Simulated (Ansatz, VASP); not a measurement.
# One calculation of In3B2H3, two programs

```
In B H
1.0
     4.85929    0.00000    0.00000
    -2.42965    4.20827    0.00000
     0.00000    0.00000    5.77232
In B H
3 2 3
Cartesian
  2.4296 1.4028 2.8862
  0.0000 2.8055 4.3286
  0.0000 2.8055 1.4437
  0.0000 0.0000 0.0000
  0.0000 0.0000 2.8862
  1.2681 2.0734 0.0000
  2.4296 0.0615 0.0000
  3.5912 2.0734 0.0000
```

Alike in both runs: functional PBE; k mesh 3 × 3 × 2; occupations gaussian, width 0.15 eV; no spin polarisation.

Ansatz relaxed the structure, and its values are those at the end. VASP's run is a single point on that final structure, the one shown.

```csv
,VASP,Ansatz
version,VASP 6.6.1,Ansatz 0.2.0
potentials or method,"VASP PAW PBE potentials, release 64 (In_d, B, H), cutoff 500 eV","scalar-relativistic, plane waves, PAW"
valence electrons in the cell,48,48
```

```csv
,VASP,Ansatz,Ansatz less VASP
gap on the k mesh at the Fermi level (eV),none,none,-
pressure (GPa),-0.4,-0.3,+0.08
rms of the force components (eV/Å),0.017,0.017,+0.0003
```

A gap of «none» marks a metal or a gap that the smearing closes.

The k mesh is coarse, so the values compare programs but aren't converged.
